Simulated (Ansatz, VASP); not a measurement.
## One calculation of LiF, two programs

```xyz
4
Lattice="2.9974 0.0000 0.0000 -1.4987 2.5958 0.0000 0.0000 0.0000 4.6088" Properties=species:S:1:pos:R:3 pbc="T T T"
Li    0.0000    1.7306    1.7697
Li    1.4987    0.8653    4.0741
F     0.0000    1.7306    4.5674
F     1.4987    0.8653    2.2630
```

Alike in both runs: task single point; functional LDA; k mesh 9 × 9 × 6; occupations gaussian, width 0.05 eV; no spin polarisation.

```csv
,VASP,Ansatz
version,VASP 6.6.1,Ansatz 0.2.0
potentials or method,"VASP PAW LDA potentials, release 64 (Li_sv, F), cutoff 520 eV","scalar-relativistic, plane waves, PAW"
valence electrons in the cell,20,20
```

Ansatz gave:

* gap on the k mesh at the Fermi level (eV): 8.02
* least direct gap on the mesh (eV): 8.02
* rms of the force components (eV/Å): 0.005

Task: Which values does VASP return?

Result: gap on the k mesh at the Fermi level (eV): 8.00; least direct gap on the mesh (eV): 8.00; rms of the force components (eV/Å): 0.006.

LDA's correlation is that of Perdew and Zunger in VASP and of Perdew and Wang (1992) in Ansatz. Atom by atom the forces differ by 0.002 eV/Å (rms over components).

Noted on VASP's run: the cutoff is under 1.25 times that of the potentials, so the pressure is a little rough.
